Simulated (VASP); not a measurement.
Wanted: the native input for a VASP 6.6.1 run.

```
Task                   : single point
Functional             : PBE
Potentials or basis    : VASP PAW PBE potentials, release 64 (Na_pv, F)
Cutoff                 : 600 eV
k mesh                 : 6 × 6 × 6
Occupations            : gaussian, width 0.01 eV
Spin                   : no spin polarisation
Dipole correction      : no
Further INCAR settings : ALGO = Normal; EDIFF = 1e-06; NBANDS = 14
```

The structure of NaF (Villiaumite) lies in POSCAR:

```
NaF
1.0
    0.0000000000      2.3505150850      2.3505150850
    2.3505150850      0.0000000000      2.3505150850
    2.3505150850      2.3505150850      0.0000000000
Na F
1 1
Direct
    0.0000000000      0.0000000000      0.0000000000
    0.5000000000      0.5000000000      0.5000000000
```

The input as run:

INCAR

```
SYSTEM = NaF
PREC = Accurate ; ENCUT = 600
EDIFF = 1E-6 ; ISMEAR = 0
SIGMA = 0.01 ; LREAL = .False.
LASPH = .True. ; NELM = 120
ALGO = Normal ; ISIF = 2
LWAVE = .False. ; LCHARG = .False.
GGA = PE ; NBANDS = 14
GGA_COMPAT = .False.
```

KPOINTS

```
Automatic mesh
0
Gamma
  6 6 6
  0 0 0
```

Potentials or basis: VASP PAW PBE potentials, release 64 (Na_pv, F).

Launch:

```console
$ cat potpaw_PBE.64/Na_pv/POTCAR potpaw_PBE.64/F/POTCAR > POTCAR
$ mpirun -np 1 vasp_std > vasp.out
```

It gave:

```yaml
Pressure: -0.2 GPa
Band_gap_on_the_k_mesh: 6.07 eV, direct
```

It took 12 s on 1 thread of AMD EPYC 7R13, on a shared host, peak memory 0.12 GiB.
